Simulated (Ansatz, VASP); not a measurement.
## VSi2: VASP beside Ansatz

The input INCAR:

```
SYSTEM = VSi2
ALGO = Normal
EDIFF = 1E-7
EDIFFG = -0.002
ENCUT = 600
GGA = PE
IBRION = 2
ISIF = 3
ISMEAR = 0
LASPH = .True.
LCHARG = .False.
LREAL = .False.
LWAVE = .False.
NELM = 100
NSW = 100
PREC = Accurate
SIGMA = 0.1
```

Contents of KPOINTS:

```
k-points
0
Gamma
  9 9 6
  0 0 0
```

Contents of POSCAR:

```
VSi2
1.0
    4.5347995800      0.0000000000      0.0000000000
   -2.2673997900      3.9272516400      0.0000000000
    0.0000000000      0.0000000000      6.3189006300
V Si
3 6
Direct
    0.0000000000      0.5000000000      0.1666666700
    0.5000000000      0.5000000000      0.8333333300
    0.5000000000      0.0000000000      0.5000000000
    0.8375067800      0.6750135500      0.5000000000
    0.1624932300      0.8375067800      0.8333333300
    0.6750135500      0.8375067800      0.1666666700
    0.1624932200      0.3249864500      0.5000000000
    0.8375067800      0.1624932200      0.8333333300
    0.3249864500      0.1624932300      0.1666666700
```

Input for Ansatz:

```yaml
crystal:
  lattice:
    - [4.53479958, 0.0, 0.0]
    - [-2.26739979, 3.92725164, 0.0]
    - [0.0, 0.0, 6.31890063]
  atoms:
    - { symbol: V, position: [0.0, 0.5, 0.16666667] }
    - { symbol: V, position: [0.5, 0.5, 0.83333333] }
    - { symbol: V, position: [0.5, 0.0, 0.5] }
    - { symbol: Si, position: [0.83750678, 0.67501355, 0.5] }
    - { symbol: Si, position: [0.16249323, 0.83750678, 0.83333333] }
    - { symbol: Si, position: [0.67501355, 0.83750678, 0.16666667] }
    - { symbol: Si, position: [0.16249322, 0.32498645, 0.5] }
    - { symbol: Si, position: [0.83750678, 0.16249322, 0.83333333] }
    - { symbol: Si, position: [0.32498645, 0.16249323, 0.16666667] }
basis:
  ecutwfc: 420
kpoints:
  mp_grid: { grid: [9, 9, 6] }
hamiltonian:
  xc: pbe
  pseudopotentials: { kind: paw, azcp: { folder: soft_1 } }
scf:
  occupations: { method: gaussian, width: 0.1 }
output:
  forces: true
  stress: true
  eigenvalues: true
relax:
  adjacent_minimum: "off"
  f_tol: 0.002
  max_steps: 80
  cell: { stress_tol: 0.02 }
```

Alike in both runs: task relaxation of cell and atoms; functional PBE; k mesh 9 × 9 × 6; occupations gaussian, width 0.1 eV; no spin polarisation.

|  | VASP | Ansatz |
| --- | --- | --- |
| version | VASP 6.6.1 | Ansatz 0.2.0 |
| potentials or method | VASP PAW PBE potentials, release 64 (V_sv, Si), cutoff 600 eV | scalar-relativistic, plane waves, PAW |
| valence electrons in the cell | 63 | 63 |

```csv
,VASP,Ansatz,Ansatz less VASP
"gap on the k mesh at the Fermi level, each at its own relaxed structure (eV)",none,none,-
relaxed volume (Å³/atom),12.77,12.77,+0.002
relaxed length of the cell vector where the two differ most in proportion (Å),4.565,4.566,+0.0004
```

A gap of «none» marks a metal or a gap that the smearing closes.
